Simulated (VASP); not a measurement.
HPt6, 14 atoms in the cell. The cell holds a slab with vacuum, 14 atoms: a = 5.615 Å, b = 5.615 Å, c = 22.620 Å, α = 90.00°, β = 90.00°, γ = 120.00°. 

- Program: VASP 6.6.1
- Task: single point
- Functional: PBE
- Potentials or basis: VASP PAW PBE potentials, release 64 (Pt, H)
- Cutoff: 520 eV
- k mesh: 6 × 6 × 1
- Occupations: gaussian, width 0.1 eV
- Spin: no spin polarisation
- Dipole correction: yes
- Further INCAR settings: ALGO = Normal; EDIFF = 1e-07; NBANDS = 74

Potentials or basis: VASP PAW PBE potentials, release 64 (Pt, H).

Command:

```sh
$ cat potpaw_PBE.64/Pt/POTCAR potpaw_PBE.64/H/POTCAR > POTCAR
$ mpirun -np 1 vasp_std > vasp.out
```

Hardware: 1 thread of Intel(R) Xeon(R) Platinum 8175M CPU @ 2.50GHz (Skylake/Cascade Lake), on a shared host.

Estimate the wall time of this run.

Run time: 36 min on 1 thread of Intel(R) Xeon(R) Platinum 8175M CPU @ 2.50GHz (Skylake/Cascade Lake), with other jobs on the host, peak memory 0.86 GiB. Counts: scf iterations 39, k points 13.
